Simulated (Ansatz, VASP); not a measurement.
Two plane-wave programs on BaAg2As2

```
Ba Ag As
1.0
    -2.29199    2.29199    5.70513
     2.29199   -2.29199    5.70513
     2.29199    2.29199   -5.70513
Ba Ag As
1 2 2
Direct
  0.00000 0.00000 0.00000
  0.75000 0.25000 0.50000
  0.25000 0.75000 0.50000
  0.38422 0.38422 0.00000
  0.61578 0.61578 0.00000
```

Alike in both runs: functional PBE; k mesh 12 × 12 × 12; occupations gaussian, width 0.1 eV; no spin polarisation.

Ansatz relaxed the structure, and its values are those at the end. VASP's run is a single point on that final structure, the one shown.

|  | VASP | Ansatz |
| --- | --- | --- |
| version | VASP 6.6.1 | Ansatz 0.2.0 |
| potentials or method | VASP PAW PBE potentials, release 64 (Ba_sv, Ag, As), cutoff 520 eV | scalar-relativistic, plane waves, PAW |
| valence electrons in the cell | 42 | 78 |

|  | VASP | Ansatz | Ansatz less VASP |
| --- | --- | --- | --- |
| gap on the k mesh at the Fermi level (eV) | none | none | - |
| pressure (GPa) | 0.3 | 0.0 | -0.33 |
| rms of the force components (eV/Å) | 0.012 | 0.001 | -0.0110 |

A gap of «none» marks a metal or a gap that the smearing closes. The functional is the same, so the differences come from potentials, cutoffs and numerics. VASP's potentials hold 42 valence electrons a cell and Ansatz's 78, so a difference there can come from the potentials and not from the codes.

Spin-orbit coupling is off throughout.
